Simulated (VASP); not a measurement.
Wanted: the native input for a VASP 6.6.1 run.

```
Task                   : single point
Functional             : LDA
Potentials or basis    : VASP PAW LDA potentials, release 64 (Tl_d)
Cutoff                 : 520 eV
k mesh                 : 11 × 11 × 3
Occupations            : fermi-dirac, width 0.1 eV
Spin                   : no spin polarisation
Dipole correction      : no
Further INCAR settings : ALGO = Normal; EDIFF = 1e-06; NBANDS = 34
```

The structure of Tl lies in POSCAR:

```
Tl
1.0
    3.3783014893      0.0000000000      0.0000000000
   -1.6891507447      2.9256949114      0.0000000000
    0.0000000000      0.0000000000     10.9773212698
Tl
4
Direct
    1.0000000000      1.0000000000      0.0000000000
    1.0000000000      1.0000000000      0.5000000000
    0.3333333333      0.6666666667      0.2500000000
    0.6666666667      0.3333333333      0.7500000000
```

The input as run:

INCAR

```
PREC     = Accurate       # precision mode
ENCUT    = 520            # plane-wave cutoff, eV
EDIFF    = 1E-6           # SCF threshold, eV
ISMEAR   = -1             # smearing method
SIGMA    = 0.1            # smearing width, eV
LREAL    = F              # projectors in reciprocal space
LASPH    = T              # aspherical terms in the spheres
NELM     = 100            # most SCF steps
ALGO     = Normal         # electronic algorithm
ISIF     = 2              # what is computed and relaxed
LWAVE    = F              # write WAVECAR
LCHARG   = F              # write CHGCAR
NBANDS   = 34             # bands
```

KPOINTS

```
Automatic mesh
0
Gamma
  11 11 3
```

Potentials or basis: VASP PAW LDA potentials, release 64 (Tl_d).

Run with:

```sh
$ cat potpaw_LDA.64/Tl_d/POTCAR > POTCAR
$ mpirun -np 1 vasp_std > vasp.out
```

Results of the run:

The pressure is 0.1 GPa and the band gap on the k mesh is zero (band 26 reaches 10.36 eV, above the bottom of band 27 at 5.68 eV).

Caveat: spin-orbit coupling is left out, which moves the levels of the heavy elements.

Run time: 2.3 min on 1 thread of AMD EPYC 7R13, with other jobs on the host, peak memory 0.21 GiB.
